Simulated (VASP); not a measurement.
Crystal: CaSe.

```
Ca Se
1.0
     0.00000    2.95600    2.95600
     2.95600    0.00000    2.95600
     2.95600    2.95600    0.00000
Ca Se
1 1
Cartesian
  0.0000 0.0000 0.0000
  2.9560 2.9560 2.9560
```

* Program: VASP 6.6.1
* Task: relaxation of cell and atoms
* Functional: LDA
* Potentials or basis: VASP PAW LDA potentials, release 64 (Ca_sv, Se)
* Cutoff: 600 eV
* k mesh: 8 × 8 × 8
* Occupations: gaussian, width 0.02 eV
* Spin: no spin polarisation

At the start: pressure -2.9 GPa; volume 25.83 Å³/atom.

How do energy, volume and symmetry change on relaxing?

Over 3 steps the energy falls by 13.4 meV/atom and the volume is 24.40 Å³/atom (-5.5 %); space group Fm-3m (No. 225, to 0.05 Å).

Step by step:
| step | energy change (eV) | largest force (eV/Å) | pressure (GPa) | volume (Å³) |
| --- | --- | --- | --- | --- |
| 1 | 0.0000 | 0.0000 | -2.88 | 51.66 |
| 2 | -0.0258 | 0.0000 | 0.66 | 48.26 |
| 3 | -0.0269 | 0.0000 | 0.00 | 48.81 |

Final structure:
```yaml
crystal:
  lattice:
    - [0.00000, 2.90060, 2.90060]
    - [2.90060, 0.00000, 2.90060]
    - [2.90060, 2.90060, 0.00000]
  atoms:
    - { symbol: Ca, position: [0.00000, 0.00000, 0.00000] }
    - { symbol: Se, position: [0.50000, 0.50000, 0.50000] }
```
